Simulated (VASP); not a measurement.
# CaF2 (Fluorite) (Fm-3m) in VASP: notebook, part 2 of 2

VASP 6.6.1.

### Step 3. Single point, PBE

This run uses another cell than the first one, of 14.53 Å³/atom, 1.059 times its volume.

INCAR reads:

```
SYSTEM = CaF2
PREC = Accurate ; ENCUT = 600
EDIFF = 1E-6 ; ISMEAR = 0
SIGMA = 0.01 ; LREAL = .False.
LASPH = .True. ; NELM = 120
ALGO = Normal ; ISIF = 2
LWAVE = .False. ; LCHARG = .False.
GGA = PE ; NBANDS = 19
GGA_COMPAT = .False.
```

KPOINTS reads:

```
regular mesh
0
Gamma
  6 6 6
  0 0 0
```

POSCAR reads:

```
CaF2
1.0
    0.0000000000      2.7932917116      2.7932917116
    2.7932917116      0.0000000000      2.7932917116
    2.7932917116      2.7932917116      0.0000000000
Ca F
1 2
Direct
    0.0000000000      0.0000000000      0.0000000000
    0.2500000000      0.2500000000      0.2500000000
    0.7500000000      0.7500000000      0.7500000000
```

Potentials or basis: VASP PAW PBE potentials, release 64 (Ca_sv, F).

On the command line:

```sh
cat potpaw_PBE.64/Ca_sv/POTCAR potpaw_PBE.64/F/POTCAR > POTCAR
mpirun -np 1 vasp_std > vasp.out
```

OUTCAR:

```text
SYSTEM = CaF2
   PREC = Accurate
   ENCUT = 600
   EDIFF = 1E-6
   ISMEAR = 0
   LREAL = .False.
   LASPH = .True.
   NELM = 120
   ISIF = 2
   GGA = PE

 ion  position               nearest neighbor table
   1  0.000  0.000  0.000-   3 2.42   3 2.42   3 2.42   2 2.42   3 2.42   2 2.42   2 2.42   2 2.42

   2  0.250  0.250  0.250-   1 2.42   1 2.42   1 2.42   1 2.42
   3  0.750  0.750  0.750-   1 2.42   1 2.42   1 2.42   1 2.42

  LATTYP: Found a face centered cubic cell.
 ALAT       =     5.5865834232

  Lattice vectors:

 A1 = (   0.0000000000,   2.7932917116,   2.7932917116)
 A2 = (   2.7932917116,   0.0000000000,   2.7932917116)
 A3 = (   2.7932917116,   2.7932917116,   0.0000000000)

Analysis of symmetry for initial positions (statically):
[... 33 lines left out ...]
                                     Primitive cell

  volume of cell :      43.5892

  direct lattice vectors                    reciprocal lattice vectors
     0.000000000  2.793291712  2.793291712    -0.179000281  0.179000281  0.179000281
     2.793291712  0.000000000  2.793291712     0.179000281 -0.179000281  0.179000281
     2.793291712  2.793291712  0.000000000     0.179000281  0.179000281 -0.179000281

  length of vectors
     3.950311022  3.950311022  3.950311022     0.310037580  0.310037580  0.310037580

  position of ions in fractional coordinates (direct lattice)
     0.000000000  0.000000000  0.000000000
     0.250000000  0.250000000  0.250000000
     0.750000000  0.750000000  0.750000000

  ion indices of the primitive-cell ions
   primitive index   ion index
                 1           1
                 2           2
                 3           3

----------------------------------------------------------------------------------------

 KPOINTS: regular mesh

Automatic generation of k-mesh.
 Grid dimensions read from file:
[... 69 lines left out ...]
   EMIN   =  10.00;   EMAX   =-10.00  energy-range for DOS
   EFERMI =   0.00;   METHOD = LEGACY
   ISMEAR =     0;   SIGMA  =   0.01  broadening in eV -4-tet -1-fermi 0-gaus
   EFERMI_NEDOS =   21; number of points for ismear=-14 and -15
   IALGO  =     38    algorithm
   IMIX   =      4    mixing-type and parameters
     AMIX     =   0.40;   BMIX     =  1.00
     AMIX_MAG =   1.60;   BMIX_MAG =  1.00
  volume/ion in A,a.u.               =      14.53        98.05
  Fermi-wavevector in a.u.,A,eV,Ry     =   1.341793  2.535622 24.496055  1.800409
  Thomas-Fermi vector in A             =   2.469999
   LORBIT       =      0    0 simple, 1 ext, 2 COOP (PROOUT), +10 PAW based schemes
   GGA     = PE    functional components
   LHFCALC =     F    Hartree Fock is set to
   AEXX    =    0.0000 exact exchange contribution
   IVDW    =     0    specifies the selected vdW correction
   LEPSILON=     F    determine dielectric tensor
   LRPA    =     F    only Hartree local field effects (RPA)
 non-spin polarized calculation
 Gauss-broadening in eV      SIGMA  =   0.01
  energy-cutoff  :      600.00
  volume of cell :       43.59
 maximum number of plane-waves:      1464
   NGX = 15   NGY = 15   NGZ = 15

 number of electron      24.0000021 magnetization

 Free energy of the ion-electron system (eV)
  ---------------------------------------------------
  ext. energy  EPLUGINS =         0.00000000
  ---------------------------------------------------
  free energy    TOTEN  =       -17.33349687 eV

  energy without entropy =      -17.33349687  energy(sigma->0) =      -17.33349687

 E-fermi :  -1.1970     XC(G=0):  -9.3005

 val. band max:       -1.3177519407   @ k =   0.5000   0.5000   0.0000
 cond. band min:       5.5717340863   @ k =   0.0000   0.0000   0.0000
 fundamental gap:      6.8894860269
 Fermi energy:        -1.1970137357

 k-point     1 :       0.0000    0.0000    0.0000
  band No.  band energies     occupation
      1     -37.6746      2.00000
      2     -21.0913      2.00000
      3     -20.4199      2.00000
      4     -18.6119      2.00000
      5     -18.6119      2.00000
      6     -18.6119      2.00000
[... 329 lines left out ...]
      6     -18.1624      2.00000
[... 11 lines left out ...]
     18      12.5480      0.00000
     19      12.6610      0.00000

------------------------ aborting loop because EDIFF is reached ----------------------------------------

  FORCE on cell =-STRESS in cart. coord.  units (eV):
  Direction    XX          YY          ZZ          XY          YZ          ZX
  --------------------------------------------------------------------------------------
  -------------------------------------------------------------------------------------
  Total       -0.7558024     -0.7558024     -0.7558024      0.0000000      0.0000000      0.0000000
  in kB      -27.7804931    -27.7804931    -27.7804931      0.0000000      0.0000000      0.0000000
  external PRESSURE =     -27.7804931 kB  Pullay stress =       0.0000000 kB

 VOLUME and BASIS-vectors are now :
 -----------------------------------------------------------------------------
  energy-cutoff  :      600.00
  volume of cell :       43.59
      direct lattice vectors                 reciprocal lattice vectors
     0.000000000  2.793291712  2.793291712    -0.179000281  0.179000281  0.179000281
     2.793291712  0.000000000  2.793291712     0.179000281 -0.179000281  0.179000281
     2.793291712  2.793291712  0.000000000     0.179000281  0.179000281 -0.179000281

 POSITION                                       TOTAL-FORCE (eV/Angst)
 -----------------------------------------------------------------------------------
      0.00000      0.00000      0.00000        -0.000000      0.000000     -0.000000
      1.39665      1.39665      1.39665         0.000000      0.000000      0.000000
      4.18994      4.18994      4.18994         0.000000     -0.000000      0.000000
 -----------------------------------------------------------------------------------
    total drift:                                0.000000     -0.000000      0.000000

  FREE ENERGIE OF THE ION-ELECTRON SYSTEM (eV)
  ---------------------------------------------------
  free  energy   TOTEN  =       -17.3334968704 eV

  energy  without entropy=      -17.3334968704  energy(sigma->0) =      -17.33349687
```

OSZICAR:

```text
N       E                     dE             d eps       ncg     rms          rms(c)
DAV:   1     0.226370491394E+03    0.22637E+03   -0.14448E+04   608   0.141E+03
DAV:   2    -0.653733476747E+01   -0.23291E+03   -0.22692E+03   722   0.354E+02
DAV:   3    -0.182498509725E+02   -0.11713E+02   -0.11667E+02   698   0.831E+01
DAV:   4    -0.186521568704E+02   -0.40231E+00   -0.40114E+00   944   0.120E+01
DAV:   5    -0.186549898509E+02   -0.28330E-02   -0.28328E-02   696   0.112E+00    0.805E+00
DAV:   6    -0.173106243425E+02    0.13444E+01   -0.57932E+00   659   0.160E+01    0.310E+00
DAV:   7    -0.173098766501E+02    0.74769E-03   -0.12546E-01   710   0.342E+00    0.176E+00
DAV:   8    -0.173299240798E+02   -0.20047E-01   -0.43997E-02   668   0.228E+00    0.231E-01
DAV:   9    -0.173325383072E+02   -0.26142E-02   -0.84841E-03   734   0.658E-01    0.138E-01
DAV:  10    -0.173334820876E+02   -0.94378E-03   -0.21004E-03   643   0.377E-01    0.239E-02
DAV:  11    -0.173334930018E+02   -0.10914E-04   -0.10598E-04   715   0.906E-02    0.130E-02
DAV:  12    -0.173334968892E+02   -0.38873E-05   -0.19096E-05   752   0.436E-02    0.358E-03
DAV:  13    -0.173334968704E+02    0.18748E-07   -0.35953E-06   717   0.162E-02
   1 F= -.17333497E+02 E0= -.17333497E+02  d E =-.383605E-67
```

It used 6.5 s of CPU time on 1 thread of AMD EPYC 9R45 (Zen 5) (shared host).

What came out:

* Free energy: -17.3335 eV
* Pressure: -2.8 GPa
* Band gap on the k mesh: 6.89 eV, indirect (least direct gap 7.13 eV)

A k mesh can miss the band edges.
